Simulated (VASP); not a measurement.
Runs of VASP 6.6.1 on Ti. The structure is that of space group P6_3/mmc (No. 194), or close to it. The cells are those of the table. 

```csv
cell,gap on the mesh (eV),pressure (GPa)
"a = 2.994, b = 2.994, c = 4.827 Å, angles 90.0, 90.0, 120.0°, 2 atoms",none,-7.8
"a = 3.038, b = 3.038, c = 4.756 Å, angles 90.0, 90.0, 120.0°, 2 atoms",none,-9.0
"a = 3.038, b = 3.038, c = 4.686 Å, angles 90.0, 90.0, 120.0°, 2 atoms",none,-7.8
"a = 3.038, b = 3.038, c = 4.827 Å, angles 90.0, 90.0, 120.0°, 2 atoms",none,(a)
```

Alike in all rows: task single point; level r2SCAN; potentials or basis VASP PAW PBE potentials, release 64 (Ti_sv); no spin polarisation; k mesh 18 × 18 × 10; cutoff (eV) 520; smearing gaussian 0.15 eV.

Question: Estimate the missing entries.

Answer: (a) -10.2.

Caveats: the PAW data sets were made with another functional, which shifts forces and pressure a little.

A gap of «none» marks levels without a gap at the run's occupations.
